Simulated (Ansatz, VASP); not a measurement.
## Pd: VASP beside Ansatz

```
Pd
1.0
     2.77308    0.00000    0.00000
    -1.38654    2.40156    0.00000
     0.00000    0.00000    4.62470
Pd
2
Direct
  0.33333 0.66667 0.25000
  0.66667 0.33333 0.75000
```

Alike in both runs: functional PBE; k mesh 17 × 17 × 9; occupations fermi-dirac, width 0.05 eV; non-collinear spin, spin-orbit coupling.

Ansatz relaxed the structure, and its values are those at the end. VASP's run is a single point on that final structure, the one shown.

```csv
,VASP,Ansatz
version,VASP 6.6.1,Ansatz 0.2.0
potentials or method,"VASP PAW PBE potentials, release 64 (Pd), cutoff 520 eV",all-electron LAPW
```

Ansatz gave:

| Item | Value |
| --- | --- |
| pressure (GPa) | 0.0 |
| net moment per atom (μB) | 0.00 |

Question: Which values does VASP return?

Answer: Pressure (GPa): -0.2; net moment per atom (μB): 0.00.

Ansatz ran all-electron here, and VASP with PAW potentials.
